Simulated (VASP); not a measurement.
Write the native input for VASP 6.6.1 that does the following.

```
Task                   : relaxation of cell and atoms
Functional             : PBE
Potentials or basis    : VASP PAW PBE potentials, release 64 (Ta_pv, H)
Cutoff                 : 600 eV
k mesh                 : 10 × 10 × 10
Occupations            : gaussian, width 0.1 eV
Spin                   : no spin polarisation
Dipole correction      : no
Further INCAR settings : ALGO = Normal; EDIFF = 1e-07; IBRION = 2; EDIFFG = -0.01; NSW = 100; ISIF = 3
```

The structure of Ta2H5 lies in POSCAR:

```
Ta2H5
1.0
    3.8879221035      0.0000000000      0.0000000000
    0.0000000000      3.8879221035      0.0000000000
    0.0000000000      0.0000000000      3.7514848993
Ta H
2 5
Direct
    0.5000000000      0.0000000000      0.5000000000
    0.0000000000      0.5000000000      0.5000000000
    0.5000000000      0.0000000000      0.0000000000
    0.0000000000      0.5000000000      0.0000000000
    0.0000000000      0.0000000000      0.2619326492
    0.0000000000      0.0000000000      0.7380673508
    0.5000000000      0.5000000000      0.0000000000
```

The input as run:

INCAR

```
  PREC = Accurate
  ENCUT = 600
  EDIFF = 1E-7
  ISMEAR = 0
  SIGMA = 0.1
  LREAL = False
  LASPH = True
  NELM = 80
  ALGO = Normal
  ISIF = 3
  LWAVE = False
  LCHARG = False
  GGA = PE
  IBRION = 2
  NSW = 100
  EDIFFG = -0.01
```

KPOINTS

```
regular mesh
0
Gamma
  10 10 10
```

Potentials or basis: VASP PAW PBE potentials, release 64 (Ta_pv, H).

Launch:

```console
$ cat potpaw_PBE.64/Ta_pv/POTCAR potpaw_PBE.64/H/POTCAR > POTCAR
$ mpirun -np 1 vasp_std > vasp.out
```

It gave:

```json
{
  "Relaxed volume": "8.11 Å³/atom",
  "Relaxed cell": "a = 3.893 Å, b = 3.893 Å, c = 3.747 Å, α = 90.00°, β = 90.00°, γ = 90.00°",
  "Space group after relaxing (to 0.05 Å)": "P4/mmm (No. 123)",
  "Energy gained by relaxing": "0.0 meV/atom",
  "Ionic steps": "4",
  "Pressure after relaxing": "0.0 GPa",
  "Largest force after relaxing": "0.009 eV/Å"
}
```

It took 5.5 min on 1 thread of AMD EPYC 7R43 64-Core Processor (Zen 3), on a shared host, peak memory 0.25 GiB.
